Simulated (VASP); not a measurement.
# Pb (Im-3m) in VASP: further runs

The runs below take Pb through single point, with BLYP.

All numbers are computed with VASP 6.6.1; they aren't measurements. Logs are shortened: lines on timing, memory, paths and dates and some standing lists are left out, and cuts for length are marked.

### 1 The cell of the first run

It takes space group Im-3m (No. 229, cubic). The conventional cell has a = 4.113 Å, b = 4.113 Å, c = 4.113 Å, α = 90.00°, β = 90.00°, γ = 90.00°. Pb (site symmetry m-3m) has 14 Pb at 3.56 to 4.11 Å within 4.7 Å.

This isn't the form of Pb at room conditions, which is fcc.

### 2 Single point, BLYP

File INCAR:

```
SYSTEM = Pb
PREC = Accurate
ENCUT = 520
EDIFF = 1E-7
ISMEAR = -1
SIGMA = 0.1
LREAL = .FALSE.
LASPH = .TRUE.
NELM = 80
ALGO = Normal
ISIF = 2
LWAVE = .FALSE.
LCHARG = .FALSE.
GGA = B5
ALDAX = 1.0
AGGAX = 1.0
AGGAC = 1.0
ALDAC = 0.0
NBANDS = 13
```

File KPOINTS:

```
regular mesh
0
G
  11 11 11
  0 0 0
```

File POSCAR:

```
Pb
1.0
   -2.0564531389      2.0564531389      2.0564531389
    2.0564531389     -2.0564531389      2.0564531389
    2.0564531389      2.0564531389     -2.0564531389
Pb
1
Direct
    0.0000000000      0.0000000000      0.0000000000
```

Potentials or basis: VASP PAW PBE potentials, release 64 (Pb_d).

Command:

```sh
> cat potpaw_PBE.64/Pb_d/POTCAR > POTCAR
> mpirun -np 1 vasp_std > vasp.out
```

OUTCAR:

```text
SYSTEM = Pb
   PREC = Accurate
   ENCUT = 520
   EDIFF = 1E-7
   ISMEAR = -1
   LREAL = .FALSE.
   LASPH = .TRUE.
   NELM = 80
   ISIF = 2
   GGA = B5

 ion  position               nearest neighbor table
   1  0.000  0.000  0.000-

  LATTYP: Found a body centered cubic cell.
 ALAT       =     4.1129062778

  Lattice vectors:

 A1 = (  -2.0564531389,   2.0564531389,   2.0564531389)
 A2 = (   2.0564531389,  -2.0564531389,   2.0564531389)
 A3 = (   2.0564531389,   2.0564531389,  -2.0564531389)

Analysis of symmetry for initial positions (statically):
=====================================================================
 Subroutine PRICEL returns:
 Original cell was already a primitive cell.

 Routine SETGRP: Setting up the symmetry group for a
 body centered cubic supercell.

 Subroutine GETGRP returns: Found 48 space group operations
 (whereof 48 operations were pure point group operations)
 out of a pool of 48 trial point group operations.

The static configuration has the point symmetry O_h .

Analysis of symmetry for dynamics (positions and initial velocities):
=====================================================================
 Subroutine PRICEL returns:
 Original cell was already a primitive cell.

 Routine SETGRP: Setting up the symmetry group for a
 body centered cubic supercell.

 Subroutine GETGRP returns: Found 48 space group operations
 (whereof 48 operations were pure point group operations)
 out of a pool of 48 trial point group operations.

The dynamic configuration has the point symmetry O_h .

 Subroutine INISYM returns: Found 48 space group operations
 (whereof 48 operations are pure point group operations),
 and found     1 'primitive' translations

----------------------------------------------------------------------------------------

                                     Primitive cell

  volume of cell :      34.7870

  direct lattice vectors                    reciprocal lattice vectors
    -2.056453139  2.056453139  2.056453139     0.000000000  0.243137074  0.243137074
     2.056453139 -2.056453139  2.056453139     0.243137074  0.000000000  0.243137074
     2.056453139  2.056453139 -2.056453139     0.243137074  0.243137074  0.000000000

  length of vectors
     3.561881320  3.561881320  3.561881320     0.343847748  0.343847748  0.343847748

  position of ions in fractional coordinates (direct lattice)
     0.000000000  0.000000000  0.000000000

  ion indices of the primitive-cell ions
   primitive index   ion index
                 1           1

----------------------------------------------------------------------------------------

 KPOINTS: regular mesh

Automatic generation of k-mesh.
 Grid dimensions read from file:
 generate k-points for:   11   11   11

 Generating k-lattice:

  Cartesian coordinates                     Fractional coordinates (reciprocal lattice)
     0.000000000  0.022103370  0.022103370     0.090909091  0.000000000  0.000000000
     0.022103370  0.000000000  0.022103370     0.000000000  0.090909091  0.000000000
     0.022103370  0.022103370  0.000000000     0.000000000  0.000000000  0.090909091

  Length of vectors
     0.031258886  0.031258886  0.031258886

  Shift w.r.t. Gamma in fractional coordinates (k-lattice)
     0.000000000  0.000000000  0.000000000

 Subroutine IBZKPT returns following result:
 ===========================================

 Found     56 irreducible k-points:

 Following reciprocal coordinates:
            Coordinates               Weight
  0.000000  0.000000  0.000000      1.000000
  0.090909  0.000000  0.000000     12.000000
  0.181818  0.000000  0.000000     12.000000
  0.272727  0.000000  0.000000     12.000000
  0.363636  0.000000  0.000000     12.000000
  0.454545  0.000000  0.000000     12.000000
[... 16 lines left out ...]
  0.272727  0.181818  0.090909     48.000000
  0.363636  0.181818  0.090909     24.000000
 [... further k-points ...]
   k-points           NKPTS =     56   k-points in BZ     NKDIM =     56   number of bands    NBANDS=     13
   number of dos      NEDOS =    301   number of ions     NIONS =      1
   total plane-waves  NPLWV =  21952
   dimension x,y,z NGX =    28 NGY =   28 NGZ =   28
   dimension x,y,z NGXF=    56 NGYF=   56 NGZF=   56
   ions per type =               1
   NGX,Y,Z   is equivalent  to a cutoff of  13.07, 13.07, 13.07 a.u.
   NGXF,Y,Z  is equivalent  to a cutoff of  26.14, 26.14, 26.14 a.u.
 SYSTEM =  Pb
   PREC   = accura    normal or accurate (medium, high low for compatibility)
   ISTART =      0    job   : 0-new  1-cont  2-samecut
   ICHARG =      2    charge: 1-file 2-atom 10-const
   ISPIN  =      1    spin polarized calculation?
   LNONCOLLINEAR =      F non collinear calculations
   LSORBIT =      F    spin-orbit coupling
   LASPH  =      T    aspherical Exc in radial PAW
   ENCUT  =  520.0 eV  38.22 Ry    6.18 a.u.   6.62  6.62  6.62*2*pi/ulx,y,z
   NELM   =     80;   NELMIN=  2; NELMDL= -5     # of ELM steps
   EDIFF  = 0.1E-06   stopping-criterion for ELM
   LREAL  =      F    real-space projection
   EDIFFG = 0.1E-05   stopping-criterion for IOM
   NSW    =      0    number of steps for IOM
   IBRION =     -1    ionic relax: 0-MD 1-quasi-New 2-CG
   NFREE  =      0    steps in history (QN), initial steepest desc. (CG)
   ISIF   =      2    stress and relaxation
   ISYM   =      2    0-nonsym 1-usesym 2-fastsym
   POTIM  = 0.5000    time-step for ionic-motion
   TEBEG  =    0.0;   TEEND  =   0.0 temperature during run
   PSTRESS=    0.0 pullay stress
   NELECT =      14.0000    total number of electrons
   NUPDOWN=      -1.0000    fix difference up-down
   EMIN   =  10.00;   EMAX   =-10.00  energy-range for DOS
   EFERMI =   0.00;   METHOD = LEGACY
   ISMEAR =    -1;   SIGMA  =   0.10  broadening in eV -4-tet -1-fermi 0-gaus
   EFERMI_NEDOS =   21; number of points for ismear=-14 and -15
   IALGO  =     38    algorithm
   IMIX   =      4    mixing-type and parameters
     AMIX     =   0.40;   BMIX     =  1.00
     AMIX_MAG =   1.60;   BMIX_MAG =  1.00
  volume/ion in A,a.u.               =      34.79       234.75
  Fermi-wavevector in a.u.,A,eV,Ry     =   1.208682  2.284078 19.876914  1.460912
  Thomas-Fermi vector in A             =   2.344282
   LORBIT       =      0    0 simple, 1 ext, 2 COOP (PROOUT), +10 PAW based schemes
   GGA     = B5    functional components
   LHFCALC =     F    Hartree Fock is set to
   AEXX    =    0.0000 exact exchange contribution
   IVDW    =     0    specifies the selected vdW correction
   LEPSILON=     F    determine dielectric tensor
   LRPA    =     F    only Hartree local field effects (RPA)
 non-spin polarized calculation
  energy-cutoff  :      520.00
  volume of cell :       34.79
 maximum number of plane-waves:       959
   NGX = 13   NGY = 13   NGZ = 13

 number of electron      14.0000005 magnetization

 Free energy of the ion-electron system (eV)
  ---------------------------------------------------
  ext. energy  EPLUGINS =         0.00000000
  ---------------------------------------------------
  free energy    TOTEN  =        -2.84613284 eV

  energy without entropy =       -2.82710884  energy(sigma->0) =       -2.83662084

 E-fermi :   6.3336     XC(G=0):  -8.9714

 val. band max:        6.2896150191   @ k =   0.1818   0.0909   0.0909
 cond. band min:       6.3849345713   @ k =  -0.3636   0.4545   0.2727
 fundamental gap:      0.0953195522
 Fermi energy:         6.3335621405

 k-point     1 :       0.0000    0.0000    0.0000
  band No.  band energies     occupation
      1     -10.7241      2.00000
      2     -10.7241      2.00000
      3     -10.7241      2.00000
      4     -10.5588      2.00000
      5     -10.5588      2.00000
      6      -4.6391      2.00000
      7      12.5843      0.00000
      8      12.5843      0.00000
      9      12.5843      0.00000
     10      16.6087      0.00000
     11      17.4577      0.00000
     12      17.4577      0.00000
     13      17.4577      0.00000

 k-point     2 :       0.0909    0.0000    0.0000
  band No.  band energies     occupation
      1     -10.7283      2.00000
      2     -10.7179      2.00000
      3     -10.7038      2.00000
      4     -10.5636      2.00000
      5     -10.5594      2.00000
      6      -4.4962      2.00000
      7      11.2393      0.00000
      8      12.1601      0.00000
      9      12.4492      0.00000
     10      16.2887      0.00000
     11      16.8568      0.00000
     12      17.2666      0.00000
     13      17.6375      0.00000

 k-point     3 :       0.1818    0.0000    0.0000
  band No.  band energies     occupation
      1     -10.7398      2.00000
      2     -10.7043      2.00000
      3     -10.6487      2.00000
      4     -10.5746      2.00000
      5     -10.5609      2.00000
      6      -4.0715      2.00000
      7       8.8833      0.00000
      8      11.2541      0.00000
      9      12.0802      0.00000
     10      15.1036      0.00000
     11      16.0908      0.00000
     12      17.2566      0.00000
     13      18.6655      0.00000
[... 305 lines left out ...]
 k-point    23 :       0.2727    0.1818    0.0909
  band No.  band energies     occupation
      1     -10.7389      2.00000
      2     -10.6768      2.00000
      3     -10.5716      2.00000
      4     -10.5695      2.00000
      5     -10.5254      2.00000
      6      -1.6967      2.00000
      7       4.2249      2.00000
      8       6.8247      0.01461
      9       8.6845      0.00000
     10      17.1886      0.00000
     11      18.6950      0.00000
     12      19.4390      0.00000
     13      20.9100      0.00000

 k-point    24 :       0.3636    0.1818    0.0909
  band No.  band energies     occupation
      1     -10.7401      2.00000
      2     -10.6652      2.00000
      3     -10.5703      2.00000
      4     -10.5666      2.00000
      5     -10.5286      2.00000
      6      -1.3544      2.00000
      7       3.8008      2.00000
      8       6.4529      0.46529
      9       8.5386      0.00000
     10      17.1197      0.00000
     11      18.9971      0.00000
     12      19.8180      0.00000
     13      20.5061      0.00000

 [... further k-points ...]

------------------------ aborting loop because EDIFF is reached ----------------------------------------

  FORCE on cell =-STRESS in cart. coord.  units (eV):
  Direction    XX          YY          ZZ          XY          YZ          ZX
  --------------------------------------------------------------------------------------
  -------------------------------------------------------------------------------------
  Total        0.0094646      0.0094646      0.0094646      0.0000000      0.0000000      0.0000000
  in kB        0.4359091      0.4359091      0.4359091      0.0000000      0.0000000      0.0000000
  external PRESSURE =       0.4359091 kB  Pullay stress =       0.0000000 kB

 VOLUME and BASIS-vectors are now :
 -----------------------------------------------------------------------------
  energy-cutoff  :      520.00
  volume of cell :       34.79
      direct lattice vectors                 reciprocal lattice vectors
    -2.056453139  2.056453139  2.056453139     0.000000000  0.243137074  0.243137074
     2.056453139 -2.056453139  2.056453139     0.243137074  0.000000000  0.243137074
     2.056453139  2.056453139 -2.056453139     0.243137074  0.243137074  0.000000000

 POSITION                                       TOTAL-FORCE (eV/Angst)
 -----------------------------------------------------------------------------------
      0.00000      0.00000      0.00000         0.000000      0.000000      0.000000
 -----------------------------------------------------------------------------------
    total drift:                               -0.000000     -0.000000     -0.000000

  FREE ENERGIE OF THE ION-ELECTRON SYSTEM (eV)
  ---------------------------------------------------
  free  energy   TOTEN  =        -2.8461328411 eV

  energy  without entropy=       -2.8271088385  energy(sigma->0) =       -2.83662084
```

Wall time 32 s (1 thread of Intel Xeon 8259CL, shared host); peak memory 0.17 GiB.

Results:

```yaml
Free_energy: -2.8461 eV
Pressure: 0.0 GPa
Band_gap_on_the_k_mesh: zero (bands 7 and 8 overlap by 7.87 eV)
```

Levels at points of the mesh, in eV from the Fermi level:
```
           k point  band 3  band 4  band 5  band 6  band 7  band 8  band 9  band 10  band 11  band 12
(0.00, 0.00, 0.00)  -17.06  -16.89  -16.89  -10.97    6.25    6.25    6.25    10.28    11.12    11.12
```

Caveat: the PAW data sets were made with another functional, which shifts forces and pressure a little; spin-orbit coupling is left out, which moves the levels of the heavy elements.

### 3 Single point, BLYP (30.61 Å³/atom)

This run uses another cell than the first one, of 30.61 Å³/atom.

File INCAR:

```
AGGAC    = 1.0          
AGGAX    = 1.0          
ALDAC    = 0.0          
ALDAX    = 1.0          
ALGO     = Normal         # electronic algorithm
EDIFF    = 1E-7           # SCF threshold, eV
ENCUT    = 520            # plane-wave cutoff, eV
GGA      = B5             # functional
ISIF     = 2              # what is computed and relaxed
ISMEAR   = -1             # smearing method
LASPH    = T              # aspherical terms in the spheres
LCHARG   = T              # write CHGCAR
LELF     = T              # ELF
LREAL    = F              # projectors in reciprocal space
LVHAR    = T            
LWAVE    = F              # write WAVECAR
NBANDS   = 13             # bands
NELM     = 60             # most SCF steps
PREC     = Accurate       # precision mode
SIGMA    = 0.1            # smearing width, eV
```

File KPOINTS:

```
k-points
0
Gamma
  12 12 12
```

File POSCAR:

```
Pb
1.0
   -1.9706660810      1.9706660810      1.9706660810
    1.9706660810     -1.9706660810      1.9706660810
    1.9706660810      1.9706660810     -1.9706660810
Pb
1
Direct
    0.0000000000      0.0000000000      0.0000000000
```

Potentials or basis: VASP PAW PBE potentials, release 64 (Pb_d).

Command:

```sh
> cat potpaw_PBE.64/Pb_d/POTCAR > POTCAR
> mpirun -np 1 vasp_std > vasp.out
```

Run time: 45 s. Hardware: 1 thread of Intel Xeon 8259CL, shared host; peak memory 0.17 GiB.

The run converged. Its results:

| Quantity | Value |
| --- | --- |
| Free energy | -2.7740 eV |
| Pressure | 5.6 GPa |
| Band gap on the k mesh | zero (bands 7 and 8 overlap by 9.29 eV) |

Levels at points of the mesh, in eV from the Fermi level:
| k point | band 5 | band 6 | band 7 | band 8 | band 9 | band 10 |
| --- | --- | --- | --- | --- | --- | --- |
| (0.00, 0.00, 0.00) | -16.88 | -11.72 | 7.34 | 7.34 | 7.34 | 11.36 |
| (0.50, 0.00, 0.00) | -16.74 | -7.99 | -3.92 | 3.30 | 5.12 | 7.83 |
| (0.50, 0.50, 0.50) | -16.77 | -5.37 | -0.39 | -0.39 | -0.39 | 4.93 |

Caveat: the cell stands under pressure; the PAW data sets were made with another functional, which shifts forces and pressure a little; spin-orbit coupling is left out, which moves the levels of the heavy elements.

### 4 Single point, BLYP (32.00 Å³/atom)

This run uses another cell than the first one, of 32.00 Å³/atom.

File INCAR:

```
SYSTEM = Pb
PREC = Accurate
ENCUT = 520
EDIFF = 1E-6
ISMEAR = -1
SIGMA = 0.1
LREAL = .FALSE.
LASPH = .TRUE.
NELM = 100
ALGO = Normal
ISIF = 2
LWAVE = .FALSE.
LCHARG = .FALSE.
GGA = B5
ALDAX = 1.0
AGGAX = 1.0
AGGAC = 1.0
ALDAC = 0.0
NBANDS = 13
```

File KPOINTS:

```
regular mesh
0
G
  12 12 12
  0 0 0
```

File POSCAR:

```
Pb
1.0
   -2.0000833445      2.0000833445      2.0000833445
    2.0000833445     -2.0000833445      2.0000833445
    2.0000833445      2.0000833445     -2.0000833445
Pb
1
Direct
    0.0000000000      0.0000000000      0.0000000000
```

Command:

```sh
> cat potpaw_PBE.64/Pb_d/POTCAR > POTCAR
> mpirun -np 1 vasp_std > vasp.out
```

Wall time 37 s (1 thread of Intel Xeon 8259CL, shared host); peak memory 0.17 GiB.

Results (log left out):

* Free energy: -2.8132 eV
* Pressure: 3.4 GPa
* Band gap on the k mesh: zero (bands 7 and 8 overlap by 8.80 eV)

Levels at points of the mesh, in eV from the Fermi level:
```tsv
k point	band 4	band 5	band 6	band 7	band 8	band 9	band 10	band 11
(0.00, 0.00, 0.00)	-16.86	-16.86	-11.42	6.97	6.97	6.97	11.31	11.31
(0.50, 0.00, 0.00)	-16.87	-16.73	-7.96	-3.70	3.18	4.98	7.60	8.96
(0.50, 0.50, 0.50)	-16.76	-16.76	-5.54	-0.33	-0.33	-0.33	4.90	4.90
```

Caveat: the cell stands under pressure; the PAW data sets were made with another functional, which shifts forces and pressure a little; spin-orbit coupling is left out, which moves the levels of the heavy elements.

### 5 Single point, BLYP (33.40 Å³/atom)

This run uses another cell than the first one, of 33.40 Å³/atom.

File INCAR:

```
AGGAC = 1.0
AGGAX = 1.0
ALDAC = 0.0
ALDAX = 1.0
ALGO = Normal
EDIFF = 1E-6
ENCUT = 520
GGA = B5
ISIF = 2
ISMEAR = -1
LASPH = True
LCHARG = False
LREAL = False
LWAVE = False
NBANDS = 13
NELM = 100
PREC = Accurate
SIGMA = 0.1
```

File KPOINTS:

```
k-points
0
Gamma
  12 12 12
```

File POSCAR:

```
Pb
1.0
   -2.0286598246      2.0286598246      2.0286598246
    2.0286598246     -2.0286598246      2.0286598246
    2.0286598246      2.0286598246     -2.0286598246
Pb
1
Direct
    0.0000000000      0.0000000000      0.0000000000
```

Command:

```sh
> cat potpaw_PBE.64/Pb_d/POTCAR > POTCAR
> mpirun -np 1 vasp_std > vasp.out
```

Run time: 36 s. Hardware: 1 thread of Intel Xeon 8259CL, shared host; peak memory 0.17 GiB.

Results (log left out):

| Item | Value |
| --- | --- |
| Free energy | -2.8351 eV |
| Pressure | 1.6 GPa |
| Band gap on the k mesh | zero (bands 7 and 8 overlap by 8.34 eV) |

Levels at points of the mesh, in eV from the Fermi level:
```csv
k point,band 3,band 4,band 5,band 6,band 7,band 8,band 9,band 10,band 11,band 12
"(0.00, 0.00, 0.00)",-17.03,-16.84,-16.84,-11.16,6.62,6.62,6.62,10.88,11.25,11.25
"(0.50, 0.00, 0.00)",-16.86,-16.85,-16.73,-7.94,-3.50,3.05,4.83,7.38,8.78,13.35
"(0.50, 0.50, 0.50)",-16.76,-16.76,-16.76,-5.71,-0.29,-0.29,-0.29,4.86,4.86,16.06
```

Caveat: the PAW data sets were made with another functional, which shifts forces and pressure a little; spin-orbit coupling is left out, which moves the levels of the heavy elements.

### 6 The runs side by side

| cell | k mesh | gap on the mesh (eV) | pressure (GPa) |
| --- | --- | --- | --- |
| a = 3.562 Å, angles 109.5°, 1 atom | 11 × 11 × 11 | none | 0.0 |
| a = 3.413 Å, angles 109.5°, 1 atom | 12 × 12 × 12 | none | 5.6 |
| a = 3.464 Å, angles 109.5°, 1 atom | 12 × 12 × 12 | none | 3.4 |
| a = 3.514 Å, angles 109.5°, 1 atom | 12 × 12 × 12 | none | 1.6 |

Alike in all rows: task single point; level BLYP; potentials or basis VASP PAW PBE potentials, release 64 (Pb_d); no spin polarisation; cutoff (eV) 520; smearing fermi-dirac 0.1 eV.

Caveats: the PAW data sets were made with another functional, which shifts forces and pressure a little; spin-orbit coupling is left out, which moves the levels of the heavy elements; the cell stands under pressure (at least some runs).

Total energies depend on the potentials used, so only differences within one code and one set of settings carry meaning.
